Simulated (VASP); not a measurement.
Input of a VASP 6.6.1 run:

File INCAR:

```
SYSTEM = Si25H10Cl6
PREC = Accurate
ENCUT = 400
EDIFF = 1E-6
ISMEAR = 0
SIGMA = 0.05
LREAL = Auto
LASPH = .True.
NELM = 120
ALGO = Normal
ISIF = 2
LWAVE = .False.
LCHARG = .False.
LDIPOL = .True.
IDIPOL = 3
DIPOL = 0.5 0.5 0.432
GGA = PE
IVDW = 12
NBANDS = 102
GGA_COMPAT = .False.
NELMDL = -8
```

Contents of KPOINTS:

```
Automatic mesh
0
Gamma
  2 2 1
  0 0 0
```

The input POSCAR:

```
Si25H10Cl6
1.0
    7.6671877233      0.0000000000      0.0000000000
    0.0000000000      7.6671877233      0.0000000000
    0.0000000000      0.0000000000     29.9366849274
Si H Cl
25 10 6
Direct
    0.5000000000      0.2500000000      0.2950020822
    0.5000000000      0.7500000000      0.2950020822
    0.0000000000      0.2500000000      0.2950020822
    0.0000000000      0.7500000000      0.2950020822
    0.5000000000      0.5000000000      0.3402769719
    0.5000000000      0.0000000000      0.3402769719
    0.0000000000      0.5000000000      0.3402769719
    0.0000000000      0.0000000000      0.3402769719
    0.7500000000      0.5000000000      0.3855518616
    0.7500000000      0.0000000000      0.3855518616
    0.2500000000      0.5000000000      0.3855518616
    0.2500000000      0.0000000000      0.3855518616
    0.7574237534      0.7501584299      0.4287358095
    0.7574483646      0.2498755475      0.4286984569
    0.2566212965      0.7501280182      0.4327506812
    0.2566374720      0.2499146537      0.4327293170
   -0.0010263485      0.7502607207      0.4765096526
   -0.0010301331      0.2499758864      0.4764630750
    0.5148437288      0.7505999063      0.4762735829
    0.5149062445      0.2496284696      0.4762149737
    0.9151877496      0.0002261065      0.5166725470
    0.9152044194      0.5000805795      0.5164841724
    0.5978675901      0.0001831508      0.5166812949
    0.5982411125      0.5000364596      0.5160188287
    0.3678761746      0.5310757281      0.7002922601
    0.3116107038      0.2503473073      0.2819125093
    0.3116009664      0.7499072635      0.2819094470
    0.8106657630      0.2499223889      0.2830055972
    0.8106520787      0.7499624827      0.2830140108
    0.5910697733      0.2500609282      0.2510747138
    0.5910685543      0.7499605310      0.2510745607
    0.0880815464      0.2501639145      0.2506574313
    0.0880429154      0.7498596315      0.2506510064
    0.5529813319      0.5337339503      0.6858336566
    0.3474236878      0.5389532350      0.7495758013
    1.0045256405      0.0009839595      0.5819208248
    1.0020362029      0.5000767910      0.5818601501
    0.5080788323     -0.0001660956      0.5818544374
    0.5082572642      0.4989861062      0.5811857916
    0.2429211652      0.7431053383      0.6731137336
    0.2557171917      0.3035880788      0.6779208312
```

Potentials or basis: VASP PAW PBE potentials, release 64 (Si, H, Cl).

The run is started by

```sh
$ cat potpaw_PBE.64/Si/POTCAR potpaw_PBE.64/H/POTCAR potpaw_PBE.64/Cl/POTCAR > POTCAR
$ mpirun -np 1 vasp_std > vasp.out
```

Question: Estimate the largest force.

Answer: 0.822 eV/Å.

Question: What does it give for the band gap on the k mesh?

Answer: 1.06 eV (least direct gap 1.23 eV).

Forces on the atoms (eV/Å):
```
Si  -0.782  0.003  0.251
Si  -0.783 -0.001  0.250
Si  -0.644 -0.001  0.282
Si  -0.645  0.000  0.281
Si   0.740  0.001 -0.189
Si   0.736  0.000 -0.192
Si   0.634  0.001 -0.208
Si   0.637 -0.001 -0.211
Si   0.023  0.006 -0.538
Si   0.029 -0.002 -0.564
Si   0.037  0.002  0.419
Si   0.031 -0.001  0.404
Si  -0.002 -0.002 -0.002
Si  -0.001  0.000 -0.001
Si   0.000  0.000  0.000
Si   0.000  0.000  0.000
Si  -0.004  0.001 -0.001
Si  -0.005 -0.001 -0.001
Si   0.009  0.000 -0.003
Si   0.006  0.000  0.000
Si   0.016  0.000  0.038
Si   0.011  0.000  0.042
Si  -0.016 -0.002  0.036
Si  -0.016  0.001  0.034
Si  -0.033 -0.014 -0.025
H   -0.002 -0.002  0.000
H   -0.001  0.000  0.000
H   -0.001  0.001  0.000
H   -0.001  0.000  0.000
H    0.000  0.000  0.009
H    0.000  0.000  0.009
H   -0.001 -0.001  0.009
H   -0.001  0.000  0.010
H   -0.022  0.003  0.003
H   -0.001 -0.006 -0.019
Cl  -0.015  0.000 -0.040
Cl  -0.012  0.000 -0.045
Cl   0.015  0.001 -0.040
Cl   0.012 -0.001 -0.041
Cl   0.027 -0.042  0.019
Cl   0.027  0.056  0.021
```
